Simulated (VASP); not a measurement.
Here is a VASP 6.6.1 calculation.

Contents of INCAR:

```
ALGO = Normal
EDIFF = 1E-7
ENCUT = 520
GGA = PE
ISIF = 2
ISMEAR = 0
LASPH = True
LCHARG = False
LREAL = False
LWAVE = False
NBANDS = 36
NELM = 80
PREC = Accurate
SIGMA = 0.05
```

File KPOINTS:

```
k-points
0
Gamma
  10 10 2
```

File POSCAR:

```
SiC
1.0
    2.1898640950     -2.1898640950      0.0000000000
    2.1898640950      0.0000000000     -2.1898640950
    9.3368066491      9.3368066491      9.3368066491
Si C
6 6
Direct
    1.0000000000      0.0000000000      0.3713253327
    0.3333333333      0.3333333333      0.2149646570
    0.6666666667      0.6666666667      0.5276860084
    1.0000000000      1.0000000000      0.8404073598
    0.3333333333      0.3333333333      0.6840466841
    0.6666666667      0.6666666667      0.0586039813
    0.6666666667      0.6666666667      0.4104155016
    0.0000000000      0.0000000000      0.2540548259
    0.3333333333      0.3333333333      0.5667761773
    0.6666666667      0.6666666667      0.8794975287
    0.0000000000      0.0000000000      0.7231368530
    0.3333333333      0.3333333333      0.0976941502
```

Potentials or basis: VASP PAW PBE potentials, release 64 (Si, C).

Run with:

```bash
$ cat potpaw_PBE.64/Si/POTCAR potpaw_PBE.64/C/POTCAR > POTCAR
$ mpirun -np 1 vasp_std > vasp.out
```

Problem. Estimate the largest force.

Solution. 2.442 eV/Å.

Problem. Estimate the pressure.

Solution. -2.8 GPa.

Problem. Predict the band gap on the k mesh.

Solution. 0.22 eV, indirect (least direct gap 1.44 eV).

Stress tensor (GPa, compression positive):
```
-2.81 -2.69 -2.69
-2.69 -2.81 -2.69
-2.69 -2.69 -2.81
```

Caveat: forces of over 1 eV/Å act on the atoms, so gaps and moduli don't describe the material at rest. A k mesh can miss the band edges.
